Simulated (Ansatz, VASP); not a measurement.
## CuAs3: VASP beside Ansatz

```
Cu As
1.0
     0.00000    3.80597    3.80597
     3.80597    0.00000    3.80597
     3.80597    3.80597    0.00000
Cu As
1 3
Direct
  0.00000 0.00000 0.00000
  0.25000 0.25000 0.25000
  0.75000 0.75000 0.75000
  0.50000 0.50000 0.50000
```

Change from the starting cell: volume scaled by 0.98.

Alike in both runs: task single point; functional PBE; k mesh 6 × 6 × 6; occupations fermi-dirac, width 0.05 eV; no spin polarisation.

|  | VASP | Ansatz |
| --- | --- | --- |
| version | VASP 6.6.1 | Ansatz 0.2.0 |
| potentials or method | VASP PAW PBE potentials, release 64 (Cu, As), cutoff 520 eV | all-electron LAPW, scalar-relativistic |

|  | VASP | Ansatz | Ansatz less VASP |
| --- | --- | --- | --- |
| gap on the k mesh at the Fermi level (eV) | none | none | - |
| pressure (GPa) | -13.7 | -13.7 | -0.01 |

A gap of «none» marks a metal or a gap that the smearing closes. Ansatz ran all-electron here, and VASP with PAW potentials.
